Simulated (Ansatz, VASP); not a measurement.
**Two plane-wave programs on Lu**

INCAR

```
SYSTEM = Lu
  ALGO = Normal
  EDIFF = 1E-8
  ENCUT = 520
  GGA = PE
  ISIF = 2
  ISMEAR = -1
  LASPH = .TRUE.
  LCHARG = .FALSE.
  LEFG = .TRUE.
  LREAL = .FALSE.
  LWAVE = .FALSE.
  NBANDS = 18
  NELM = 100
  PREC = Accurate
  SIGMA = 0.05
```

The input KPOINTS:

```
k-points
0
G
  15 15 15
  0 0 0
```

The input POSCAR:

```
Lu
1.0
    0.0000000000      2.4368963300      2.4368963300
    2.4368963300      0.0000000000      2.4368963300
    2.4368963300      2.4368963300      0.0000000000
Lu
1
Direct
    0.0000000000      0.0000000000      0.0000000000
```

Input for Ansatz:

```yaml
crystal:
  lattice:
    - [0.0, 2.43689633, 2.43689633]
    - [2.43689633, 0.0, 2.43689633]
    - [2.43689633, 2.43689633, 0.0]
  atoms:
    - { symbol: Lu, position: [0.0, 0.0, 0.0] }
kpoints:
  mp_grid: { grid: [15, 15, 15] }
  band_path:
    path:
      - [0.0, 0.0, 0.0]
      - [0.5, 0.0, 0.5]
      - [0.625, 0.25, 0.625]
      - [0.375, 0.375, 0.75]
      - [0.0, 0.0, 0.0]
      - [0.5, 0.5, 0.5]
      - [0.5, 0.25, 0.75]
      - [0.5, 0.0, 0.5]
    npoints: 8
scf:
  occupations: { method: fermi_dirac, width: 0.05 }
hamiltonian:
  xc: pbe
  pseudopotentials: { kind: paw }
output:
  forces: true
  stress: true
  eigenvalues: true
  efg: { contact_densities: true }
  populations: true
  bader: true
  dos: { projected: true, de: 0.2, e_range: [-14, 8] }
```

Alike in both runs: task electric field gradients; functional PBE; k mesh 15 × 15 × 15; occupations fermi-dirac, width 0.05 eV; no spin polarisation.

|  | VASP | Ansatz |
| --- | --- | --- |
| version | VASP 6.6.1 | Ansatz 0.2.0 |
| potentials or method | VASP PAW PBE potentials, release 64 (Lu) | PAW with Ansatz's default frozen-core files, scalar-relativistic |
| plane-wave cutoff (eV) | 520 | 420 |
| valence electrons in the cell | 25 | 25 |

Ansatz gave:

| Property | Result |
| --- | --- |
| pressure (GPa) | 0.0 |

Question: Which values does VASP return?

Answer: Pressure (GPa): 0.1.

Spin-orbit coupling is off throughout.
